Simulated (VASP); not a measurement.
Runs of VASP 6.6.1 on Al. The structure is that of space group Fm-3m (No. 225), or close to it. The cells are those of the table. 

```tsv
cell	further INCAR settings	gap on the mesh (eV)	pressure (GPa)
a = 2.862, b = 2.862, c = 2.898 Å, angles 59.6, 59.6, 59.2°, 1 atom	ALGO = Fast; EDIFF = 1e-06; NBANDS = 8	none	-0.4
a = 2.863, b = 2.863, c = 2.952 Å, angles 59.0, 59.0, 57.9°, 1 atom	ALGO = Fast; EDIFF = 1e-06; NBANDS = 8	none	(a)
a = 2.863, b = 2.863, c = 2.791 Å, angles 60.8, 60.8, 61.7°, 1 atom	ALGO = Fast; EDIFF = 1e-06; NBANDS = 8	none	-0.2
a = 2.863, b = 2.863, c = 2.916 Å, angles 59.4, 59.4, 58.8°, 1 atom	ALGO = Fast; EDIFF = 1e-07; NBANDS = 8	none	-0.3
a = 2.862, b = 2.862, c = 2.880 Å, angles 59.8, 59.8, 59.6°, 1 atom	ALGO = Fast; EDIFF = 1e-06; NBANDS = 8	none	-0.4
a = 2.863, b = 2.863, c = 2.970 Å, angles 58.8, 58.8, 57.5°, 1 atom	ALGO = Fast; EDIFF = 1e-06; NBANDS = 8	none	0.1
```

Alike in all rows: task single point; level PBE; potentials or basis VASP PAW PBE potentials, release 64 (Al); no spin polarisation; k mesh 20 × 20 × 20; cutoff (eV) 520; smearing gaussian 0.15 eV.

Task: Fill in the values left out.

Result: (a) -0.1.

A gap of «none» marks levels without a gap at the run's occupations.
